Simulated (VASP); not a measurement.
A run of VASP 6.6.1:

INCAR

```
PREC     = Accurate       # precision mode
ENCUT    = 520            # plane-wave cutoff, eV
EDIFF    = 1E-6           # SCF threshold, eV
ISMEAR   = -1             # smearing method
SIGMA    = 0.05           # smearing width, eV
LREAL    = F              # projectors in reciprocal space
LASPH    = T              # aspherical terms in the spheres
NELM     = 60             # most SCF steps
ALGO     = Normal         # electronic algorithm
ISIF     = 2              # what is computed and relaxed
LWAVE    = F              # write WAVECAR
LCHARG   = F              # write CHGCAR
GGA      = PS             # functional
NBANDS   = 11             # bands
```

The input KPOINTS:

```
Automatic mesh
0
Gamma
  18 18 18
```

File POSCAR:

```
C
1.0
    0.0000000000      2.1127244021      3.3255295243
    1.2197581409      0.0000000000      3.3255295243
    1.2197581409      2.1127244021      0.0000000000
C
2
Direct
    0.1666700000      0.8333300000      0.1666700000
    0.8333300000      0.1666700000      0.8333300000
```

Potentials or basis: VASP PAW PBE potentials, release 64 (C).

Command:

```sh
$ cat potpaw_PBE.64/C/POTCAR > POTCAR
$ mpirun -np 1 vasp_std > vasp.out
```

Hardware: 1 thread of Intel(R) Xeon(R) Platinum 8259CL CPU @ 2.50GHz (Skylake/Cascade Lake), on a shared host.

Q: Estimate the wall time of this run.

A: Wall time 2.2 min on 1 thread of Intel(R) Xeon(R) Platinum 8259CL CPU @ 2.50GHz (Skylake/Cascade Lake), with other jobs on the host, peak memory 0.24 GiB. Counts: scf iterations 11, k points 865.
